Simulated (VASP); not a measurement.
Set up this calculation in VASP 6.6.1, as the native input.

```
Task                   : single point
Functional             : r2SCAN
Potentials or basis    : VASP PAW PBE potentials, release 64 (Al, Ru_pv)
Cutoff                 : 520 eV
k mesh                 : 11 × 11 × 11
Occupations            : fermi-dirac, width 0.1 eV
Spin                   : no spin polarisation
Dipole correction      : no
Further INCAR settings : ALGO = Normal; EDIFF = 1e-06; NBANDS = 16
```

Crystal: AlRu.

```
Al Ru
1.0
     2.98365    0.00000    0.00000
     0.00000    2.98365    0.00000
     0.00000    0.00000    2.98365
Al Ru
1 1
Direct
  0.00000 0.00000 0.00000
  0.50000 0.50000 0.50000
```

The input as run:

POSCAR

```
AlRu
1.0
    2.9836458200      0.0000000000      0.0000000000
    0.0000000000      2.9836458200      0.0000000000
    0.0000000000      0.0000000000      2.9836458200
Al Ru
1 1
Direct
    0.0000000000      0.0000000000      0.0000000000
    0.5000000000      0.5000000000      0.5000000000
```

INCAR.step1

```
SYSTEM = AlRu
PREC     = Accurate       ! precision mode
ENCUT    = 520            ! plane-wave cutoff, eV
ISMEAR   = -1             ! smearing method
SIGMA    = 0.1            ! smearing width, eV
LREAL    = .False.        ! projectors in reciprocal space
LASPH    = .True.         ! aspherical terms in the spheres
NELM     = 100            ! most SCF steps
NBANDS   = 16             ! bands
GGA      = PE             ! functional
ALGO     = Normal         ! electronic algorithm
EDIFF    = 1E-4           ! SCF threshold, eV
LWAVE    = .True.         ! write WAVECAR
LCHARG   = .False.        ! write CHGCAR
```

INCAR.step2

```
SYSTEM = AlRu
PREC     = Accurate       ! precision mode
ENCUT    = 520            ! plane-wave cutoff, eV
EDIFF    = 1E-6           ! SCF threshold, eV
ISMEAR   = -1             ! smearing method
SIGMA    = 0.1            ! smearing width, eV
LREAL    = .False.        ! projectors in reciprocal space
LASPH    = .True.         ! aspherical terms in the spheres
NELM     = 100            ! most SCF steps
ALGO     = Normal         ! electronic algorithm
ISIF     = 2              ! what is computed and relaxed
LWAVE    = .False.        ! write WAVECAR
LCHARG   = .True.         ! write CHGCAR
METAGGA  = R2SCAN         ! meta-GGA
LMIXTAU  = .True.       
LELF     = .True.         ! ELF
LVHAR    = .True.       
NBANDS   = 16             ! bands
ISTART   = 1
```

KPOINTS

```
regular mesh
0
Gamma
  11 11 11
  0 0 0
```

Potentials or basis: VASP PAW PBE potentials, release 64 (Al, Ru_pv).

Launch:

```sh
$ cat potpaw_PBE.64/Al/POTCAR potpaw_PBE.64/Ru_pv/POTCAR > POTCAR
$ cp INCAR.step1 INCAR
$ mpirun -np 1 vasp_std > vasp.out
$ cp INCAR.step2 INCAR
$ mpirun -np 1 vasp_std > vasp.out
```

It gave:

- Pressure: 0.1 GPa

Caveat: the PAW data sets were made with another functional, which shifts forces and pressure a little.

Run time: 41 s on 1 thread of Intel(R) Xeon(R) Platinum 8259CL CPU @ 2.50GHz (Skylake/Cascade Lake), with other jobs on the host, peak memory 0.15 GiB.
